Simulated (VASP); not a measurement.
# Ga4As3P (P-4m2) in VASP: single point with PBE

Aim: the single point of Ga4As3P with PBE.

All numbers are computed with VASP 6.6.1; they aren't measurements. Logs are shortened: lines on timing, memory, paths and dates and some standing lists are left out, and cuts for length are marked.

## 1. The cell of the first run

The structure is tetragonal, space group P-4m2 (No. 115). The conventional cell has a = 4.019 Å, b = 4.019 Å, c = 11.371 Å, α = 90.00°, β = 90.00°, γ = 90.00°. Ga (site symmetry 2mm) has 2 P at 2.42 Å and 2 As at 2.48 Å within 3.2 Å. Ga (site symmetry 2mm) has 4 As at 2.48 Å within 3.3 Å. Within 3.2 Å of P (site symmetry -4m2) lie 4 Ga at 2.42 Å. Within 3.3 Å of As (site symmetry -4m2) lie 4 Ga at 2.48 Å. As (site symmetry 2mm) has 4 Ga at 2.48 Å within 3.3 Å.

## 2. Single point, PBE

File POSCAR:

```
Ga4As3P
1.0
    4.0188733388      0.0000000000      0.0000000000
    0.0000000000      4.0188733388      0.0000000000
    0.0000000000      0.0000000000     11.3713468086
Ga P As
4 1 3
Direct
    0.5000000000      0.0000000000      0.6181456499
    0.0000000000      0.5000000000      0.8725962315
    0.5000000000      0.0000000000      0.1274037685
    0.0000000000      0.5000000000      0.3818543501
    0.0000000000      0.0000000000      0.5000000000
    0.0000000000      0.0000000000      0.0000000000
    0.5000000000      0.5000000000      0.2545708365
    0.5000000000      0.5000000000      0.7454291635
```

File INCAR.step1:

```
SYSTEM = Ga4As3P
ALGO = Normal
EDIFF = 1E-7
ENCUT = 520
GGA = PE
ISIF = 2
ISMEAR = 0
LASPH = .True.
LCHARG = .True.
LREAL = .False.
LWAVE = .False.
NBANDS = 46
NELM = 60
PREC = Accurate
SIGMA = 0.02
```

File KPOINTS.step1:

```
k-points
0
Gamma
  10 10 4
  0 0 0
```

File INCAR.step2:

```
SYSTEM = Ga4As3P
ALGO = Normal
EDIFF = 1E-7
ENCUT = 520
GGA = PE
ICHARG = 11
ISIF = 2
ISMEAR = -5
LASPH = .True.
LCHARG = .False.
LORBIT = 10
LREAL = .False.
LWAVE = .False.
NEDOS = 2001
NELM = 60
PREC = Accurate
SIGMA = 0.02
```

File KPOINTS.step2:

```
k-points
0
Gamma
  15 15 6
  0 0 0
```

Potentials or basis: VASP PAW PBE potentials, release 64 (Ga_d, P, As).

Command:

```bash
> cat potpaw_PBE.64/Ga_d/POTCAR potpaw_PBE.64/P/POTCAR potpaw_PBE.64/As/POTCAR > POTCAR
> cp INCAR.step1 INCAR
> cp KPOINTS.step1 KPOINTS
> mpirun -np 1 vasp_std > vasp.out
> cp INCAR.step2 INCAR
> cp KPOINTS.step2 KPOINTS
> mpirun -np 1 vasp_std > vasp.out
```

OUTCAR:

```text
SYSTEM = Ga4As3P
   EDIFF = 1E-7
   ENCUT = 520
   GGA = PE
   ICHARG = 11
   ISIF = 2
   ISMEAR = -5
   LASPH = .True.
   LORBIT = 10
   LREAL = .False.
   NELM = 60
   PREC = Accurate

 ion  position               nearest neighbor table
   1  0.500  0.000  0.618-   5 2.42   5 2.42   8 2.48   8 2.48
   2  0.000  0.500  0.873-   8 2.48   8 2.48   6 2.48   6 2.48
   3  0.500  0.000  0.127-   7 2.48   7 2.48   6 2.48   6 2.48
   4  0.000  0.500  0.382-   5 2.42   5 2.42   7 2.48   7 2.48
   5  0.000  0.000  0.500-   1 2.42   4 2.42   4 2.42   1 2.42
   6  0.000  0.000  0.000-   2 2.48   3 2.48   2 2.48   3 2.48
   7  0.500  0.500  0.255-   3 2.48   3 2.48   4 2.48   4 2.48
   8  0.500  0.500  0.745-   2 2.48   2 2.48   1 2.48   1 2.48

  LATTYP: Found a simple tetragonal cell.
 ALAT       =     4.0188733388
 C/A-ratio  =     2.8294862390

  Lattice vectors:

 A1 = (   4.0188733388,   0.0000000000,   0.0000000000)
 A2 = (   0.0000000000,   4.0188733388,   0.0000000000)
 A3 = (   0.0000000000,   0.0000000000,  11.3713468086)

Analysis of symmetry for initial positions (statically):
=====================================================================
 Subroutine PRICEL returns:
 Original cell was already a primitive cell.

 Routine SETGRP: Setting up the symmetry group for a
 simple tetragonal supercell.

 Subroutine GETGRP returns: Found  8 space group operations
 (whereof  8 operations were pure point group operations)
 out of a pool of 16 trial point group operations.

The static configuration has the point symmetry D_2d.

Analysis of symmetry for dynamics (positions and initial velocities):
=====================================================================
 Subroutine PRICEL returns:
 Original cell was already a primitive cell.

 Routine SETGRP: Setting up the symmetry group for a
 simple tetragonal supercell.

 Subroutine GETGRP returns: Found  8 space group operations
 (whereof  8 operations were pure point group operations)
 out of a pool of 16 trial point group operations.

The dynamic configuration has the point symmetry D_2d.

 Subroutine INISYM returns: Found  8 space group operations
 (whereof  8 operations are pure point group operations),
 and found     1 'primitive' translations

----------------------------------------------------------------------------------------

                                     Primitive cell

[... 121 lines left out ...]
   IALGO  =     38    algorithm
   IMIX   =      4    mixing-type and parameters
     AMIX     =   0.40;   BMIX     =  1.00
     AMIX_MAG =   1.60;   BMIX_MAG =  1.00
  volume/ion in A,a.u.               =      22.96       154.93
  Fermi-wavevector in a.u.,A,eV,Ry     =   1.198153  2.264180 19.532112  1.435570
  Thomas-Fermi vector in A             =   2.334049
   LORBIT       =     10    0 simple, 1 ext, 2 COOP (PROOUT), +10 PAW based schemes
   GGA     = PE    functional components
   LHFCALC =     F    Hartree Fock is set to
   AEXX    =    0.0000 exact exchange contribution
   IVDW    =     0    specifies the selected vdW correction
   LEPSILON=     F    determine dielectric tensor
   LRPA    =     F    only Hartree local field effects (RPA)
 non-spin polarized calculation
 Fermi weights with tetrahedron method with Bloechl corrections
  energy-cutoff  :      520.00
  volume of cell :      183.66
 maximum number of plane-waves:      4994
 NGX is ok and might be reduce to    30

 number of electron      72.0000042 magnetization

 Free energy of the ion-electron system (eV)
  ---------------------------------------------------
  ext. energy  EPLUGINS =         0.00000000
  ---------------------------------------------------
  free energy    TOTEN  =       -33.89732960 eV

  energy without entropy =      -33.89732960  energy(sigma->0) =      -33.89732960

 E-fermi :   3.7254     XC(G=0):  -9.4560

 val. band max:        3.7216267609   @ k =   0.0000   0.0000   0.0000
 cond. band min:       4.1931314928   @ k =   0.0000   0.0000   0.0000
 fundamental gap:      0.4715047319
 Fermi energy:         3.7253898029

 k-point     1 :       0.0000    0.0000    0.0000
  band No.  band energies     occupation
      1     -11.0837      2.00000
      2     -11.0380      2.00000
      3     -11.0302      2.00000
      4     -10.9950      2.00000
      5     -10.9950      2.00000
      6     -10.9776      2.00000
[... 1093 lines left out ...]
     42       8.3659      0.00000
     43       8.5701      0.00000

 [... further k-points ...]

------------------------ aborting loop because EDIFF is reached ----------------------------------------

  FORCE on cell =-STRESS in cart. coord.  units (eV):
  Direction    XX          YY          ZZ          XY          YZ          ZX
  --------------------------------------------------------------------------------------
  -------------------------------------------------------------------------------------
  Total       -0.0659973     -0.0659973     -0.0487986      0.0000000      0.0000000      0.0000000
  in kB       -0.5757261     -0.5757261     -0.4256939      0.0000000      0.0000000      0.0000000
  external PRESSURE =      -0.5257154 kB  Pullay stress =       0.0000000 kB

 VOLUME and BASIS-vectors are now :
 -----------------------------------------------------------------------------
  energy-cutoff  :      520.00
  volume of cell :      183.66
      direct lattice vectors                 reciprocal lattice vectors
     4.018873339  0.000000000  0.000000000     0.248825956  0.000000000  0.000000000
     0.000000000  4.018873339  0.000000000     0.000000000  0.248825956  0.000000000
     0.000000000  0.000000000 11.371346809     0.000000000  0.000000000  0.087940331

 POSITION                                       TOTAL-FORCE (eV/Angst)
 -----------------------------------------------------------------------------------
      2.00944      0.00000      7.02915         0.000000      0.000000     -0.016278
      0.00000      2.00944      9.92259         0.000000      0.000000     -0.001105
      2.00944      0.00000      1.44875         0.000000      0.000000      0.001105
      0.00000      2.00944      4.34220        -0.000000      0.000000      0.016278
      0.00000      0.00000      5.68567         0.000000      0.000000      0.000000
      0.00000      0.00000      0.00000         0.000000      0.000000      0.000000
      2.00944      2.00944      2.89481         0.000000     -0.000000      0.000454
      2.00944      2.00944      8.47653         0.000000      0.000000     -0.000454
 -----------------------------------------------------------------------------------
    total drift:                                0.000000     -0.000000     -0.000000

  FREE ENERGIE OF THE ION-ELECTRON SYSTEM (eV)
  ---------------------------------------------------
  free  energy   TOTEN  =       -33.8973295998 eV

  energy  without entropy=      -33.8973295998  energy(sigma->0) =      -33.89732960

 total charge

# of ion       s       p       d       tot
------------------------------------------
    1        0.872   0.770   9.993  11.635
    2        0.883   0.768   9.988  11.639
    3        0.883   0.768   9.988  11.639
    4        0.872   0.770   9.993  11.635
    5        1.029   1.474   0.000   2.503
    6        1.213   1.572   0.029   2.814
    7        1.212   1.576   0.029   2.816
    8        1.212   1.576   0.029   2.816
--------------------------------------------------
tot          8.175   9.274  40.048  57.497
```

OUTCAR.step1:

```text
SYSTEM = Ga4As3P
   EDIFF = 1E-7
   ENCUT = 520
   GGA = PE
   ISIF = 2
   ISMEAR = 0
   LASPH = .True.
   LREAL = .False.
[... 1421 lines left out ...]
      0.00000      0.00000      0.00000        -0.000000      0.000000      0.000000
      2.00944      2.00944      2.89481        -0.000000     -0.000000      0.000482
      2.00944      2.00944      8.47653        -0.000000      0.000000     -0.000482
 -----------------------------------------------------------------------------------
    total drift:                                0.000000     -0.000000     -0.000000

  FREE ENERGIE OF THE ION-ELECTRON SYSTEM (eV)
  ---------------------------------------------------
  free  energy   TOTEN  =       -33.9022730008 eV

  energy  without entropy=      -33.9022730008  energy(sigma->0) =      -33.90227300
```

It took 27 min on 1 thread of Oxide Virtual Turin-like, shared host; peak memory 0.89 GiB.

What came out:

```yaml
Valence_electrons_inside_the_program's_atomic_spheres: Ga 11.63, 11.64 (each value once); P 2.50; As 2.81, 2.82 (each value once)
```
